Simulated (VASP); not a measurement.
Wanted: the native input for a VASP 6.6.1 run.

```
Task                   : single point
Functional             : PBEsol
Potentials or basis    : VASP PAW PBE potentials, release 64 (Sn_d, O)
Cutoff                 : 520 eV
k mesh                 : 8 × 8 × 8
Occupations            : methfessel-paxton, width 0.05 eV
Spin                   : no spin polarisation
Dipole correction      : no
Further INCAR settings : ALGO = Normal; EDIFF = 1e-06; NBANDS = 20
```

The structure of SnO2 lies in POSCAR:

```
SnO2
1.0
    1.6488087578      0.9519400998      4.8947461780
   -1.6488087578      0.9519400998      4.8947461780
    0.0000000000     -1.9038801996      4.8947461780
Sn O
1 2
Direct
    0.5000000000      0.5000000000      0.5000000000
    0.2371700000      0.2371700000      0.2371700000
    0.7628300000      0.7628300000      0.7628300000
```

The input as run:

INCAR

```
SYSTEM = SnO2
PREC = Accurate
ENCUT = 520
EDIFF = 1E-6
ISMEAR = 1
SIGMA = 0.05
LREAL = .FALSE.
LASPH = .TRUE.
NELM = 60
ALGO = Normal
ISIF = 2
LWAVE = .FALSE.
LCHARG = .FALSE.
GGA = PS
NBANDS = 20
```

KPOINTS

```
Automatic mesh
0
G
  8 8 8
  0 0 0
```

Potentials or basis: VASP PAW PBE potentials, release 64 (Sn_d, O).

The run is started by

```sh
$ cat potpaw_PBE.64/Sn_d/POTCAR potpaw_PBE.64/O/POTCAR > POTCAR
$ mpirun -np 1 vasp_std > vasp.out
```

Results of the run:

```
Pressure               : -11.3 GPa
Largest force          : 0.879 eV/Å
Band gap on the k mesh : 1.51 eV (least direct gap 1.59 eV)
```

Caveat: the cell stands under tension; the PAW data sets were made with another functional, which shifts forces and pressure a little; spin-orbit coupling is left out, which moves the levels of the heavy elements.

It took 110 s on 1 thread of Intel Xeon 8259CL, with other jobs on the host, peak memory 0.26 GiB.
